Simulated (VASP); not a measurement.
Input of a VASP 6.6.1 run:

Contents of INCAR:

```
SYSTEM = Re
PREC = Accurate
ENCUT = 560
EDIFF = 1E-6
ISMEAR = 0
SIGMA = 0.1
LREAL = .FALSE.
LASPH = .TRUE.
NELM = 120
ALGO = Normal
ISIF = 2
LWAVE = .FALSE.
LCHARG = .FALSE.
GGA = PE
NBANDS = 38
GGA_COMPAT = .FALSE.
```

File KPOINTS:

```
Automatic mesh
0
G
  6 6 4
  0 0 0
```

Contents of POSCAR:

```
Re
1.0
    2.5932858359     -1.7139635538      0.0000000000
    2.5932858359      1.7139635538      0.0000000000
    0.0000000000      0.0000000000      6.9916844866
Re
4
Direct
    0.8500000000      0.1500000000      0.1170000000
    0.6500000000      0.3500000000      0.6170000000
    0.1500000000      0.8500000000      0.8830000000
    0.3500000000      0.6500000000      0.3830000000
```

Potentials or basis: VASP PAW PBE potentials, release 64 (Re_sv_GW).

The run is started by

```console
$ cat potpaw_PBE.64/Re_sv_GW/POTCAR > POTCAR
$ mpirun -np 1 vasp_std > vasp.out
```

(1) Predict the band gap on the k mesh.

(2) What does it give for the pressure?

(3) Estimate the largest force.

## Answers

(1) zero (bands 30 and 31 overlap by 1.57 eV).

(2) 67.4 GPa.

(3) 16.698 eV/Å.

Caveat: the k points lie up to 0.37 Å⁻¹ apart, too coarse for converged energies and pressures of a metal; atoms lie so close that the PAW spheres overlap strongly, which falsifies energies and pressures; spin-orbit coupling is left out, which moves the levels of the heavy elements; forces of over 1 eV/Å act on the atoms, so gaps and moduli don't describe the material at rest.
